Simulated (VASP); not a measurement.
# YV (Pm-3m) in VASP: a series of runs

Runs on YV. Level: PBE. Tasks: single point.

All numbers are computed with VASP 6.6.1; they aren't measurements. Logs are shortened: lines on timing, memory, paths and dates and some standing lists are left out, and cuts for length are marked.

**1. The cell of the first run**

It takes space group Pm-3m (No. 221, cubic). Conventional cell: a = 3.604 Å, b = 3.604 Å, c = 3.604 Å, α = 90.00°, β = 90.00°, γ = 90.00°. V (site symmetry m-3m) has 8 Y at 3.12 Å and 6 V at 3.60 Å within 4.1 Å. Within 4.1 Å of Y (site symmetry m-3m) lie 8 V at 3.12 Å and 6 Y at 3.60 Å.

**2. Single point, PBE, collinear spin, ferromagnetic start**

INCAR reads:

```
ALGO = Normal
EDIFF = 1E-7
ENCUT = 520
GGA = PE
ISIF = 2
ISMEAR = 0
ISPIN = 2
LASPH = T
LCHARG = T
LELF = T
LMAXMIX = 4
LORBIT = 11
LREAL = F
LVHAR = T
LWAVE = F
MAGMOM = 2 0
NBANDS = 23
NELM = 150
PREC = Accurate
SIGMA = 0.1
```

KPOINTS reads:

```
k-points
0
Gamma
  6 6 6
```

POSCAR reads:

```
YV
1.0
    3.6043986357      0.0000000000      0.0000000000
    0.0000000000      3.6043986357      0.0000000000
    0.0000000000      0.0000000000      3.6043986357
V Y
1 1
Direct
    0.0000000000      0.0000000000      0.0000000000
    0.5000000000      0.5000000000      0.5000000000
```

Potentials or basis: VASP PAW PBE potentials, release 64 (V_sv, Y_sv).

On the command line:

```
$ cat potpaw_PBE.64/V_sv/POTCAR potpaw_PBE.64/Y_sv/POTCAR > POTCAR
$ mpirun -np 1 vasp_std > vasp.out
```

OUTCAR:

```text
EDIFF = 1E-7
   ENCUT = 520
   GGA = PE
   ISIF = 2
   ISMEAR = 0
   ISPIN = 2
   LASPH = T
   LORBIT = 11
   LREAL = F
   NELM = 150
   PREC = Accurate

 ion  position               nearest neighbor table
   1  0.000  0.000  0.000-   2 3.12   2 3.12   2 3.12   2 3.12   2 3.12   2 3.12   2 3.12   2 3.12

   2  0.500  0.500  0.500-   1 3.12   1 3.12   1 3.12   1 3.12   1 3.12   1 3.12   1 3.12   1 3.12

  LATTYP: Found a simple cubic cell.
 ALAT       =     3.6043986357

  Lattice vectors:

 A1 = (   3.6043986357,   0.0000000000,   0.0000000000)
 A2 = (   0.0000000000,   3.6043986357,   0.0000000000)
 A3 = (   0.0000000000,   0.0000000000,   3.6043986357)

Analysis of symmetry for initial positions (statically):
=====================================================================
 Subroutine PRICEL returns:
 Original cell was already a primitive cell.

 Routine SETGRP: Setting up the symmetry group for a
 simple cubic supercell.

 Subroutine GETGRP returns: Found 48 space group operations
 (whereof 48 operations were pure point group operations)
 out of a pool of 48 trial point group operations.

The static configuration has the point symmetry O_h .

Analysis of symmetry for dynamics (positions and initial velocities):
=====================================================================
 Subroutine PRICEL returns:
 Original cell was already a primitive cell.

 Routine SETGRP: Setting up the symmetry group for a
 simple cubic supercell.

 Subroutine GETGRP returns: Found 48 space group operations
 (whereof 48 operations were pure point group operations)
 out of a pool of 48 trial point group operations.

The dynamic configuration has the point symmetry O_h .

Analysis of structural, dynamic, and magnetic symmetry:
=====================================================================
 Subroutine PRICEL returns:
 Original cell was already a primitive cell.

 Routine SETGRP: Setting up the symmetry group for a
 simple cubic supercell.

 Subroutine GETGRP returns: Found 48 space group operations
 (whereof 48 operations were pure point group operations)
 out of a pool of 48 trial point group operations.

The overall configuration has the point symmetry O_h .

 Subroutine INISYM returns: Found 48 space group operations
 (whereof 48 operations are pure point group operations),
 and found     1 'primitive' translations

----------------------------------------------------------------------------------------

                                     Primitive cell

  volume of cell :      46.8272

  direct lattice vectors                    reciprocal lattice vectors
     3.604398636  0.000000000  0.000000000     0.277438791  0.000000000  0.000000000
     0.000000000  3.604398636  0.000000000     0.000000000  0.277438791  0.000000000
     0.000000000  0.000000000  3.604398636     0.000000000  0.000000000  0.277438791

  length of vectors
     3.604398636  3.604398636  3.604398636     0.277438791  0.277438791  0.277438791

  position of ions in fractional coordinates (direct lattice)
     0.000000000  0.000000000  0.000000000
     0.500000000  0.500000000  0.500000000

  ion indices of the primitive-cell ions
   primitive index   ion index
                 1           1
                 2           2

----------------------------------------------------------------------------------------

 KPOINTS: k-points

Automatic generation of k-mesh.
 Grid dimensions read from file:
 generate k-points for:    6    6    6

 Generating k-lattice:

  Cartesian coordinates                     Fractional coordinates (reciprocal lattice)
     0.046239799  0.000000000  0.000000000     0.166666667  0.000000000  0.000000000
     0.000000000  0.046239799  0.000000000     0.000000000  0.166666667  0.000000000
     0.000000000  0.000000000  0.046239799     0.000000000  0.000000000  0.166666667

  Length of vectors
     0.046239799  0.046239799  0.046239799

  Shift w.r.t. Gamma in fractional coordinates (k-lattice)
     0.000000000  0.000000000  0.000000000

 Subroutine IBZKPT returns following result:
 ===========================================

 Found     20 irreducible k-points:

 Following reciprocal coordinates:
            Coordinates               Weight
  0.000000  0.000000  0.000000      1.000000
  0.166667  0.000000  0.000000      6.000000
  0.333333  0.000000  0.000000      6.000000
  0.500000  0.000000  0.000000      3.000000
  0.166667  0.166667  0.000000     12.000000
  0.333333  0.166667  0.000000     24.000000
[... 12 lines left out ...]
  0.500000  0.500000  0.333333      6.000000
  0.500000  0.500000  0.500000      1.000000
   k-points           NKPTS =     20   k-points in BZ     NKDIM =     20   number of bands    NBANDS=     23
   number of dos      NEDOS =    301   number of ions     NIONS =      2
   total plane-waves  NPLWV =  21952
   dimension x,y,z NGX =    28 NGY =   28 NGZ =   28
   dimension x,y,z NGXF=    56 NGYF=   56 NGZF=   56
   ions per type =               1   1
   NGX,Y,Z   is equivalent  to a cutoff of  12.91, 12.91, 12.91 a.u.
   NGXF,Y,Z  is equivalent  to a cutoff of  25.83, 25.83, 25.83 a.u.
 SYSTEM =  unknown system
   PREC   = accura    normal or accurate (medium, high low for compatibility)
   ISTART =      0    job   : 0-new  1-cont  2-samecut
   ICHARG =      2    charge: 1-file 2-atom 10-const
   ISPIN  =      2    spin polarized calculation?
   LNONCOLLINEAR =      F non collinear calculations
   LSORBIT =      F    spin-orbit coupling
   LASPH  =      T    aspherical Exc in radial PAW
   ENCUT  =  520.0 eV  38.22 Ry    6.18 a.u.   6.70  6.70  6.70*2*pi/ulx,y,z
   NELM   =    150;   NELMIN=  2; NELMDL= -5     # of ELM steps
   EDIFF  = 0.1E-06   stopping-criterion for ELM
   LREAL  =      F    real-space projection
   EDIFFG = 0.1E-05   stopping-criterion for IOM
   NSW    =      0    number of steps for IOM
   IBRION =     -1    ionic relax: 0-MD 1-quasi-New 2-CG
   NFREE  =      0    steps in history (QN), initial steepest desc. (CG)
   ISIF   =      2    stress and relaxation
   ISYM   =      2    0-nonsym 1-usesym 2-fastsym
   POTIM  = 0.5000    time-step for ionic-motion
   TEBEG  =    0.0;   TEEND  =   0.0 temperature during run
   PSTRESS=    0.0 pullay stress
   NELECT =      24.0000    total number of electrons
   NUPDOWN=      -1.0000    fix difference up-down
   EMIN   =  10.00;   EMAX   =-10.00  energy-range for DOS
   EFERMI =   0.00;   METHOD = LEGACY
   ISMEAR =     0;   SIGMA  =   0.10  broadening in eV -4-tet -1-fermi 0-gaus
   EFERMI_NEDOS =   21; number of points for ismear=-14 and -15
   IALGO  =     38    algorithm
   IMIX   =      4    mixing-type and parameters
     AMIX     =   0.40;   BMIX     =  1.00
     AMIX_MAG =   1.60;   BMIX_MAG =  1.00
  volume/ion in A,a.u.               =      23.41       158.00
  Fermi-wavevector in a.u.,A,eV,Ry     =   1.310124  2.475776 23.353381  1.716425
  Thomas-Fermi vector in A             =   2.440676
   LORBIT       =     11    0 simple, 1 ext, 2 COOP (PROOUT), +10 PAW based schemes
   GGA     = PE    functional components
   LHFCALC =     F    Hartree Fock is set to
   AEXX    =    0.0000 exact exchange contribution
   IVDW    =     0    specifies the selected vdW correction
   LEPSILON=     F    determine dielectric tensor
   LRPA    =     F    only Hartree local field effects (RPA)
 spin polarized calculation
 Gauss-broadening in eV      SIGMA  =   0.10
  energy-cutoff  :      520.00
  volume of cell :       46.83
 maximum number of plane-waves:      1328
 NGX is ok and might be reduce to    28
   NGX = 13   NGY = 13   NGZ = 13

 number of electron      23.9999996 magnetization       3.4458706

 Free energy of the ion-electron system (eV)
  ---------------------------------------------------
  ext. energy  EPLUGINS =         0.00000000
  ---------------------------------------------------
  free energy    TOTEN  =       -14.54726299 eV

  energy without entropy =      -14.53268207  energy(sigma->0) =      -14.53997253

 E-fermi :   4.6752     XC(G=0): -10.4458

 val. band max:        4.6410827168   @ k =   0.1667   0.0000   0.0000
 cond. band min:       4.7264366157   @ k =   0.1667   0.1667   0.0000
 fundamental gap:      0.0853538989
 Fermi energy:         4.6751935442

 spin component 1

 k-point     1 :       0.0000    0.0000    0.0000
  band No.  band energies     occupation
      1     -59.8129      1.00000
      2     -37.2750      1.00000
      3     -33.6719      1.00000
      4     -33.6719      1.00000
      5     -33.6719      1.00000
      6     -17.1755      1.00000
[... 15 lines left out ...]
     22      11.0210      0.00000
     23      17.9791      0.00000
[... 470 lines left out ...]
  band No.  band energies     occupation
      1     -59.8095      1.00000
      2     -37.2116      1.00000
      3     -33.6889      1.00000
      4     -33.6889      1.00000
      5     -33.6888      1.00000
      6     -17.4184      1.00000
[... 15 lines left out ...]
     22      11.7986      0.00000
     23      14.0262      0.00000
 Fermi energy:         4.6751935442

 spin component 2

 k-point     1 :       0.0000    0.0000    0.0000
  band No.  band energies     occupation
      1     -57.5257      1.00000
      2     -37.1532      1.00000
      3     -31.3996      1.00000
      4     -31.3996      1.00000
      5     -31.3996      1.00000
      6     -17.0339      1.00000
[... 15 lines left out ...]
     22      12.2143      0.00000
     23      18.7857      0.00000
[... 471 lines left out ...]
      1     -57.5220      1.00000
      2     -37.0901      1.00000
      3     -31.4186      1.00000
      4     -31.4186      1.00000
      5     -31.4186      1.00000
      6     -17.2771      1.00000
[... 15 lines left out ...]
     22      12.8528      0.00000
     23      14.6003      0.00000

------------------------ aborting loop because EDIFF is reached ----------------------------------------

  FORCE on cell =-STRESS in cart. coord.  units (eV):
  Direction    XX          YY          ZZ          XY          YZ          ZX
  --------------------------------------------------------------------------------------
  -------------------------------------------------------------------------------------
  Total        0.0180005      0.0180005      0.0180005     -0.0000000      0.0000000     -0.0000000
  in kB        0.6158815      0.6158815      0.6158815     -0.0000000      0.0000000     -0.0000000
  external PRESSURE =       0.6158815 kB  Pullay stress =       0.0000000 kB

 VOLUME and BASIS-vectors are now :
 -----------------------------------------------------------------------------
  energy-cutoff  :      520.00
  volume of cell :       46.83
      direct lattice vectors                 reciprocal lattice vectors
     3.604398636  0.000000000  0.000000000     0.277438791  0.000000000  0.000000000
     0.000000000  3.604398636  0.000000000     0.000000000  0.277438791  0.000000000
     0.000000000  0.000000000  3.604398636     0.000000000  0.000000000  0.277438791

 POSITION                                       TOTAL-FORCE (eV/Angst)
 -----------------------------------------------------------------------------------
      0.00000      0.00000      0.00000         0.000000      0.000000      0.000000
      1.80220      1.80220      1.80220         0.000000      0.000000      0.000000
 -----------------------------------------------------------------------------------
    total drift:                               -0.000000      0.000000      0.000000

  FREE ENERGIE OF THE ION-ELECTRON SYSTEM (eV)
  ---------------------------------------------------
  free  energy   TOTEN  =       -14.5472629891 eV

  energy  without entropy=      -14.5326820664  energy(sigma->0) =      -14.53997253

 total charge

# of ion       s       p       d       f       tot
--------------------------------------------------
    1        2.283   6.092   3.005   0.000  11.380
    2        2.277   6.313   1.032   0.023   9.646
--------------------------------------------------
tot          4.560  12.405   4.038   0.023  21.026

 magnetization (x)

# of ion       s       p       d       f       tot
--------------------------------------------------
    1        0.027   0.053   2.330   0.000   2.411
    2       -0.010   0.151   0.210   0.015   0.366
--------------------------------------------------
tot          0.017   0.204   2.540   0.015   2.776
```

Wall time 2 min (1 thread of Intel Xeon 8259CL, shared host); peak memory 0.21 GiB.

Results:

| Quantity | Value |
| --- | --- |
| Free energy | -14.5473 eV |
| Pressure | 0.1 GPa |
| Net moment | 3.45 μB per cell |
| Site moments | V +2.41; Y +0.37 μB |
| Valence electrons inside the program's atomic spheres | V 11.38; Y 9.65 |

Levels at points of the mesh, in eV from the Fermi level:
Spin up:
```tsv
k point	band 12	band 13	band 14	band 15	band 16	band 17
(0.00, 0.00, 0.00)	-0.10	-0.10	-0.10	2.62	2.62	5.22
(0.50, 0.00, 0.00)	-0.23	-0.23	0.20	0.86	1.38	2.16
(0.50, 0.50, 0.00)	-0.95	0.88	0.88	1.11	1.30	2.86
(0.50, 0.50, 0.50)	-0.91	-0.91	-0.91	1.15	1.15	4.21
```
Spin down:
```tsv
k point	band 7	band 8	band 9	band 10	band 11	band 12	band 13	band 14
(0.00, 0.00, 0.00)	-21.71	-21.71	-4.69	-1.12	-1.12	2.17	2.17	2.17
(0.50, 0.00, 0.00)	-21.69	-21.69	-1.97	-1.39	0.71	0.96	2.18	2.18
(0.50, 0.50, 0.00)	-21.98	-21.66	-1.84	-1.01	0.92	0.92	1.73	1.73
(0.50, 0.50, 0.50)	-21.95	-21.95	-0.20	-0.20	-0.20	1.12	1.12	1.12
```

[end of part 1 of 2]
